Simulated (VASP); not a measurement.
# Li (P6_3/mmc) in VASP: a series of runs

Runs on Li. Level: PBEsol. Tasks: single point.

All numbers are computed with VASP 6.6.1; they aren't measurements. Logs are shortened: lines on timing, memory, paths and dates and some standing lists are left out, and cuts for length are marked.

### 1 The cell of the first run

It takes space group P6_3/mmc (No. 194, hexagonal). The conventional cell has a = 3.142 Å, b = 3.142 Å, c = 5.093 Å, α = 90.00°, β = 90.00°, γ = 120.00°. Within 4.1 Å of Li (site symmetry -6m2) lie 12 Li at 3.13 to 3.14 Å.

This isn't the form of Li at room conditions, which is bcc.

### 2 Single point, PBEsol (equal xx and yy strain of +1 %)

Contents of INCAR:

```
PREC = Accurate ; ENCUT = 520
EDIFF = 1E-6 ; ISMEAR = -1
SIGMA = 0.03 ; LREAL = False
LASPH = True ; NELM = 80
ALGO = Normal ; ISIF = 2
LWAVE = False ; LCHARG = False
GGA = PS ; NBANDS = 10
```

Contents of KPOINTS:

```
regular mesh
0
Gamma
  15 15 8
```

Contents of POSCAR:

```
Li
1.0
    3.1421121731      0.0000000000      0.0000000000
   -1.5710560866      2.7211489634      0.0000000000
    0.0000000000      0.0000000000      5.0930000000
Li
2
Direct
    0.3333333333      0.6666666667      0.2500000000
    0.6666666667      0.3333333333      0.7500000000
```

Potentials or basis: VASP PAW PBE potentials, release 64 (Li_sv).

Command:

```
$ cat potpaw_PBE.64/Li_sv/POTCAR > POTCAR
$ mpirun -np 1 vasp_std > vasp.out
```

OUTCAR:

```text
PREC = Accurate
   ENCUT = 520
   EDIFF = 1E-6
   ISMEAR = -1
   LREAL = False
   LASPH = True
   NELM = 80
   ISIF = 2
   GGA = PS

 ion  position               nearest neighbor table
   1  0.333  0.667  0.250-
   2  0.667  0.333  0.750-

  LATTYP: Found a hexagonal cell.
 ALAT       =     3.1421121731
 C/A-ratio  =     1.6208842076

  Lattice vectors:

 A1 = (   3.1421121731,   0.0000000000,   0.0000000000)
 A2 = (  -1.5710560866,   2.7211489634,   0.0000000000)
 A3 = (   0.0000000000,   0.0000000000,   5.0930000000)

Analysis of symmetry for initial positions (statically):
=====================================================================
 Subroutine PRICEL returns:
 Original cell was already a primitive cell.

 Routine SETGRP: Setting up the symmetry group for a
 hexagonal supercell.

 Subroutine GETGRP returns: Found 24 space group operations
 (whereof 12 operations were pure point group operations)
 out of a pool of 24 trial point group operations.

The static configuration has the point symmetry D_3d.
 The point group associated with its full space group is D_6h.

Analysis of symmetry for dynamics (positions and initial velocities):
=====================================================================
 Subroutine PRICEL returns:
 Original cell was already a primitive cell.

 Routine SETGRP: Setting up the symmetry group for a
 hexagonal supercell.

 Subroutine GETGRP returns: Found 24 space group operations
 (whereof 12 operations were pure point group operations)
 out of a pool of 24 trial point group operations.

The dynamic configuration has the point symmetry D_3d.
 The point group associated with its full space group is D_6h.

 Subroutine INISYM returns: Found 24 space group operations
 (whereof 12 operations are pure point group operations),
 and found     1 'primitive' translations

----------------------------------------------------------------------------------------

                                     Primitive cell

  volume of cell :      43.5459

  direct lattice vectors                    reciprocal lattice vectors
     3.142112173  0.000000000  0.000000000     0.318257257  0.183745913  0.000000000
    -1.571056087  2.721148963  0.000000000     0.000000000  0.367491825  0.000000000
     0.000000000  0.000000000  5.093000000     0.000000000  0.000000000  0.196347929

  length of vectors
[... 85 lines left out ...]
   NSW    =      0    number of steps for IOM
   IBRION =     -1    ionic relax: 0-MD 1-quasi-New 2-CG
   NFREE  =      0    steps in history (QN), initial steepest desc. (CG)
   ISIF   =      2    stress and relaxation
   ISYM   =      2    0-nonsym 1-usesym 2-fastsym
   POTIM  = 0.5000    time-step for ionic-motion
   TEBEG  =    0.0;   TEEND  =   0.0 temperature during run
   PSTRESS=    0.0 pullay stress
   NELECT =       6.0000    total number of electrons
   NUPDOWN=      -1.0000    fix difference up-down
   EMIN   =  10.00;   EMAX   =-10.00  energy-range for DOS
   EFERMI =   0.00;   METHOD = LEGACY
   ISMEAR =    -1;   SIGMA  =   0.03  broadening in eV -4-tet -1-fermi 0-gaus
   EFERMI_NEDOS =   21; number of points for ismear=-14 and -15
   IALGO  =     38    algorithm
   IMIX   =      4    mixing-type and parameters
     AMIX     =   0.40;   BMIX     =  1.00
     AMIX_MAG =   1.60;   BMIX_MAG =  1.00
  volume/ion in A,a.u.               =      21.77       146.93
  Fermi-wavevector in a.u.,A,eV,Ry     =   0.845557  1.597870  9.727703  0.714966
  Thomas-Fermi vector in A             =   1.960764
   LORBIT       =      0    0 simple, 1 ext, 2 COOP (PROOUT), +10 PAW based schemes
   GGA     = PS    functional components
   LHFCALC =     F    Hartree Fock is set to
   AEXX    =    0.0000 exact exchange contribution
   IVDW    =     0    specifies the selected vdW correction
   LEPSILON=     F    determine dielectric tensor
   LRPA    =     F    only Hartree local field effects (RPA)
 non-spin polarized calculation
  energy-cutoff  :      520.00
  volume of cell :       43.55
 maximum number of plane-waves:      1189
 NGX is ok and might be reduce to    24
   NGX = 11   NGY = 11   NGZ = 19

 number of electron       6.0000001 magnetization

 Free energy of the ion-electron system (eV)
  ---------------------------------------------------
  ext. energy  EPLUGINS =         0.00000000
  ---------------------------------------------------
  free energy    TOTEN  =        -3.92622301 eV

  energy without entropy =       -3.92282474  energy(sigma->0) =       -3.92452388

 E-fermi :   0.4320     XC(G=0):  -6.8455

 val. band max:        0.4267100283   @ k =   0.1333  -0.0000   0.1250
 cond. band min:       0.4396550464   @ k =   0.4000  -0.0000   0.5000
 fundamental gap:      0.0129450180
 Fermi energy:         0.4319948852

 k-point     1 :       0.0000    0.0000    0.0000
  band No.  band energies     occupation
      1     -45.6025      2.00000
      2     -45.5877      2.00000
      3      -3.0269      2.00000
      4       0.4854      0.28840
      5       3.2003      0.00000
      6      12.2190      0.00000
      7      12.2190      0.00000
      8      13.5718      0.00000
      9      13.5718      0.00000
     10      14.3392      0.00000
[... 287 lines left out ...]
 k-point    24 :       0.4000    0.2000    0.0000
  band No.  band energies     occupation
      1     -45.5867      2.00000
      2     -45.5838      2.00000
      3       0.9170      0.00000
      4       1.8233      0.00000
      5       4.5263      0.00000
      6       5.5159      0.00000
      7       6.4376      0.00000
      8       6.5414      0.00000
      9       9.9311      0.00000
     10      10.3857      0.00000

 [... further k-points ...]

------------------------ aborting loop because EDIFF is reached ----------------------------------------

  FORCE on cell =-STRESS in cart. coord.  units (eV):
  Direction    XX          YY          ZZ          XY          YZ          ZX
  --------------------------------------------------------------------------------------
  -------------------------------------------------------------------------------------
  Total       -0.2851531     -0.2851531     -0.2264788      0.0000000     -0.0000000      0.0000000
  in kB      -10.4915842    -10.4915842     -8.3327893      0.0000000     -0.0000000      0.0000000
  external PRESSURE =      -9.7719859 kB  Pullay stress =       0.0000000 kB

 VOLUME and BASIS-vectors are now :
 -----------------------------------------------------------------------------
  energy-cutoff  :      520.00
  volume of cell :       43.55
      direct lattice vectors                 reciprocal lattice vectors
     3.142112173  0.000000000  0.000000000     0.318257257  0.183745913  0.000000000
    -1.571056087  2.721148963  0.000000000     0.000000000  0.367491825  0.000000000
     0.000000000  0.000000000  5.093000000     0.000000000  0.000000000  0.196347929

 POSITION                                       TOTAL-FORCE (eV/Angst)
 -----------------------------------------------------------------------------------
     -0.00000      1.81410      1.27325         0.000000      0.000000      0.000000
      1.57106      0.90705      3.81975        -0.000000     -0.000000      0.000000
 -----------------------------------------------------------------------------------
    total drift:                                0.000000     -0.000000      0.000000

  FREE ENERGIE OF THE ION-ELECTRON SYSTEM (eV)
  ---------------------------------------------------
  free  energy   TOTEN  =        -3.9262230116 eV

  energy  without entropy=       -3.9228247431  energy(sigma->0) =       -3.92452388
```

OSZICAR:

```text
N       E                     dE             d eps       ncg     rms          rms(c)
DAV:   1     0.173299454275E+02    0.17330E+02   -0.31277E+03  2700   0.556E+02
DAV:   2    -0.102585389676E+01   -0.18356E+02   -0.17904E+02  3430   0.111E+02
DAV:   3    -0.385364572336E+01   -0.28278E+01   -0.28097E+01  4398   0.320E+01
DAV:   4    -0.393083209218E+01   -0.77186E-01   -0.76957E-01  3528   0.527E+00
DAV:   5    -0.393166537411E+01   -0.83328E-03   -0.83308E-03  3680   0.563E-01    0.562E-01
DAV:   6    -0.392779931621E+01    0.38661E-02   -0.11500E-03  4400   0.178E-01    0.315E-01
DAV:   7    -0.392618291868E+01    0.16164E-02   -0.25535E-03  4402   0.281E-01    0.323E-02
DAV:   8    -0.392622546193E+01   -0.42543E-04   -0.53007E-04  3466   0.132E-01    0.102E-02
DAV:   9    -0.392622287297E+01    0.25890E-05   -0.38230E-06  3616   0.151E-02    0.120E-03
DAV:  10    -0.392622301164E+01   -0.13868E-06   -0.30249E-07  2328   0.519E-03
   1 F= -.39262230E+01 E0= -.39245239E+01  d E =-.339827E-02
```

Wall time 41 s (1 thread of Intel Xeon 8259CL, shared host); peak memory 0.18 GiB.

Results:

| Quantity | Value |
| --- | --- |
| Free energy | -3.9262 eV |
| Band gap on the k mesh | zero (bands 3 and 4 overlap by 4.43 eV) |

Caveat: the cell differs from its parent crystal (equal xx and yy strain of +1 %); the cutoff is under 1.25 times the usual one of these potentials, so pressure, stress and relaxed cells hold a basis-set (Pulay) error; the PAW data sets were made with another functional, which shifts forces and pressure a little.

### 3 Single point, PBEsol (20.06 Å³/atom)

This run uses another cell than the first one, of 20.06 Å³/atom.

Contents of INCAR:

```
PREC = Accurate
ENCUT = 520
EDIFF = 1E-6
ISMEAR = -1
SIGMA = 0.03
LREAL = F
LASPH = T
NELM = 100
ALGO = Normal
ISIF = 2
LWAVE = F
LCHARG = F
GGA = PS
NBANDS = 10
```

KPOINTS is that of step 2.

Contents of POSCAR:

```
Li
1.0
    3.0474944919      0.0000000000      0.0000000000
   -1.5237472460      2.6392076479      0.0000000000
    0.0000000000      0.0000000000      4.9890320517
Li
2
Direct
    0.3333333333      0.6666666667      0.2500000000
    0.6666666667      0.3333333333      0.7500000000
```

Potentials or basis: VASP PAW PBE potentials, release 64 (Li_sv).

Command:

```
$ cat potpaw_PBE.64/Li_sv/POTCAR > POTCAR
$ mpirun -np 1 vasp_std > vasp.out
```

It took 13 s on 1 thread of Intel Xeon Platinum 8559C (Emerald Rapids), shared host; peak memory 0.17 GiB.

It converged, with:

```yaml
Free_energy: -3.9346 eV
Band_gap_on_the_k_mesh: zero (bands 3 and 4 overlap by 4.63 eV)
```

Levels at points of the mesh, in eV from the Fermi level:
```tsv
k point	band 1	band 2	band 3	band 4	band 5	band 6	band 7
(0.00, 0.00, 0.00)	-45.89	-45.88	-3.57	-0.03	2.95	12.59	12.59
(0.00, 0.00, 0.50)	-45.88	-45.88	-2.45	-2.45	8.00	8.00	13.51
```

Caveat: the cutoff is under 1.25 times the usual one of these potentials, so pressure, stress and relaxed cells hold a basis-set (Pulay) error; the PAW data sets were made with another functional, which shifts forces and pressure a little.

### 4 Single point, PBEsol (20.92 Å³/atom)

This run uses another cell than the first one, of 20.92 Å³/atom.

Contents of INCAR:

```
SYSTEM = Li
ALGO = Normal ; EDIFF = 1E-6
ENCUT = 520 ; GGA = PS
ISIF = 2 ; ISMEAR = -1
LASPH = .TRUE. ; LCHARG = .FALSE.
LREAL = .FALSE. ; LWAVE = .FALSE.
NBANDS = 10 ; NELM = 100
PREC = Accurate ; SIGMA = 0.03
```

Contents of KPOINTS:

```
k-points
0
G
  15 15 8
  0 0 0
```

Contents of POSCAR:

```
Li
1.0
    3.0901223134      0.0000000000      0.0000000000
   -1.5450611567      2.6761244242      0.0000000000
    0.0000000000      0.0000000000      5.0588177620
Li
2
Direct
    0.3333333333      0.6666666667      0.2500000000
    0.6666666667      0.3333333333      0.7500000000
```

Command:

```
$ cat potpaw_PBE.64/Li_sv/POTCAR > POTCAR
$ mpirun -np 1 vasp_std > vasp.out
```

Run time: 13 s. Hardware: 1 thread of Intel Xeon Platinum 8559C (Emerald Rapids), shared host; peak memory 0.17 GiB.

The run converged. Its results:

```
Free energy            : -3.9332 eV
Band gap on the k mesh : zero (bands 3 and 4 overlap by 4.55 eV)
```

Levels at points of the mesh, in eV from the Fermi level:
```
           k point  band 1  band 2  band 3  band 4  band 5  band 6  band 7  band 8
(0.00, 0.00, 0.00)  -45.97  -45.95   -3.52   -0.02    2.81   12.23   12.23   13.60
(0.00, 0.00, 0.50)  -45.96  -45.96   -2.42   -2.42    7.77    7.77   13.12   13.12
```

Caveat: the cutoff is under 1.25 times the usual one of these potentials, so pressure, stress and relaxed cells hold a basis-set (Pulay) error; the PAW data sets were made with another functional, which shifts forces and pressure a little.

### 5 Single point, PBEsol (21.56 Å³/atom)

This run uses another cell than the first one, of 21.56 Å³/atom.

Contents of INCAR:

```
  PREC = Accurate
  ENCUT = 520
  EDIFF = 1E-7
  ISMEAR = -1
  SIGMA = 0.03
  LREAL = F
  LASPH = T
  NELM = 100
  ALGO = Normal
  ISIF = 2
  LWAVE = F
  LCHARG = F
  GGA = PS
  NBANDS = 10
```

Contents of KPOINTS:

```
Automatic mesh
0
Gamma
  15 15 8
```

Contents of POSCAR:

```
Li
1.0
    3.1213377828      0.0000000000      0.0000000000
   -1.5606688914      2.7031578137      0.0000000000
    0.0000000000      0.0000000000      5.1099203901
Li
2
Direct
    0.3333333333      0.6666666667      0.2500000000
    0.6666666667      0.3333333333      0.7500000000
```

Command:

```
$ cat potpaw_PBE.64/Li_sv/POTCAR > POTCAR
$ mpirun -np 1 vasp_std > vasp.out
```

Run time: 15 s. Hardware: 1 thread of Intel Xeon Platinum 8559C (Emerald Rapids), shared host; peak memory 0.17 GiB.

It converged, with:

| Property | Result |
| --- | --- |
| Free energy | -3.9286 eV |
| Band gap on the k mesh | zero (bands 3 and 4 overlap by 4.49 eV) |

Levels at points of the mesh, in eV from the Fermi level:
```
           k point  band 1  band 2  band 3  band 4  band 5  band 6
(0.00, 0.00, 0.00)  -46.02  -46.01   -3.48   -0.01    2.72   11.98
(0.00, 0.00, 0.50)  -46.02  -46.02   -2.39   -2.39    7.60    7.60
```

Caveat: the cutoff is under 1.25 times the usual one of these potentials, so pressure, stress and relaxed cells hold a basis-set (Pulay) error; the PAW data sets were made with another functional, which shifts forces and pressure a little.

### 6 Overview

```csv
cell,gap on the mesh (eV)
"a = 3.142, b = 3.142, c = 5.093 Å, angles 90.0, 90.0, 120.0°, 2 atoms",none
"a = 3.047, b = 3.047, c = 4.989 Å, angles 90.0, 90.0, 120.0°, 2 atoms",none
"a = 3.090, b = 3.090, c = 5.059 Å, angles 90.0, 90.0, 120.0°, 2 atoms",none
"a = 3.121, b = 3.121, c = 5.110 Å, angles 90.0, 90.0, 120.0°, 2 atoms",none
```

Alike in all rows: task single point; level PBEsol; potentials or basis VASP PAW PBE potentials, release 64 (Li_sv); no spin polarisation; k mesh 15 × 15 × 8; cutoff (eV) 520; smearing fermi-dirac 0.03 eV.

Caveats: the cutoff is under 1.25 times the usual one of these potentials, so pressure, stress and relaxed cells hold a basis-set (Pulay) error; the PAW data sets were made with another functional, which shifts forces and pressure a little.

Absolute energies hang on the potentials; compare differences alone.
